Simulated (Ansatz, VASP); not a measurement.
## One calculation of MgO, two programs

File POSCAR:

```
MgO
1.0
    0.0000000000      2.1433978412      2.1433978412
    2.1433978412      0.0000000000      2.1433978412
    2.1433978412      2.1433978412      0.0000000000
Mg O
1 1
Direct
    0.0000000000      0.0000000000      0.0000000000
    0.5000000000      0.5000000000      0.5000000000
```

The input INCAR.step1:

```
PREC = Accurate ; ENCUT = 920
ISMEAR = 0 ; SIGMA = 0.02
LREAL = F ; LASPH = T
NELM = 120 ; NBANDS = 15
GGA = PE ; ALGO = Normal
EDIFF = 1E-5 ; LWAVE = T
LCHARG = F ; GGA_COMPAT = F
```

File INCAR.step2:

```
PREC = Accurate ; ENCUT = 920
EDIFF = 1E-6 ; ISMEAR = 0
SIGMA = 0.02 ; LREAL = F
LASPH = T ; NELM = 120
ALGO = Normal ; ISIF = 2
LWAVE = F ; LCHARG = F
METAGGA = R2SCAN ; LMIXTAU = T
NBANDS = 15 ; ISTART = 1
GGA_COMPAT = F
```

KPOINTS

```
regular mesh
0
Gamma
  10 10 10
```

Input for Ansatz:

```yaml
crystal:
  lattice:
    - [0.0, 2.1433978412, 2.1433978412]
    - [2.1433978412, 0.0, 2.1433978412]
    - [2.1433978412, 2.1433978412, 0.0]
  atoms:
    - { symbol: Mg, position: [0.0, 0.0, 0.0] }
    - { symbol: O, position: [0.5, 0.5, 0.5] }
basis:
  ecutwfc: 500
kpoints:
  mp_grid: { grid: [10, 10, 10] }
hamiltonian:
  xc: r2scan
  pseudopotentials: { kind: paw }
scf:
  occupations: { method: gaussian, width: 0.02 }
output:
  forces: true
  stress: true
  eigenvalues: true
```

Alike in both runs: task single point; functional r2SCAN; k mesh 10 × 10 × 10; occupations gaussian, width 0.02 eV; no spin polarisation.

|  | VASP | Ansatz |
| --- | --- | --- |
| version | VASP 6.6.1 | Ansatz 0.2.0 |
| potentials or method | VASP PAW PBE potentials, release 64 (Mg_sv, O), cutoff 920 eV | scalar-relativistic, plane waves, PAW |
| valence electrons in the cell | 16 | 16 |

VASP gave:

- gap on the k mesh at the Fermi level (eV): 5.13
- least direct gap on the mesh (eV): 5.13
- pressure (GPa): -8.0

**Question.** What did Ansatz give for the same quantities?

**Answer.** gap on the k mesh at the Fermi level (eV): 5.11; least direct gap on the mesh (eV): 5.11; pressure (GPa): -8.6.

VASP's potentials were made for PBE, not for r2SCAN.
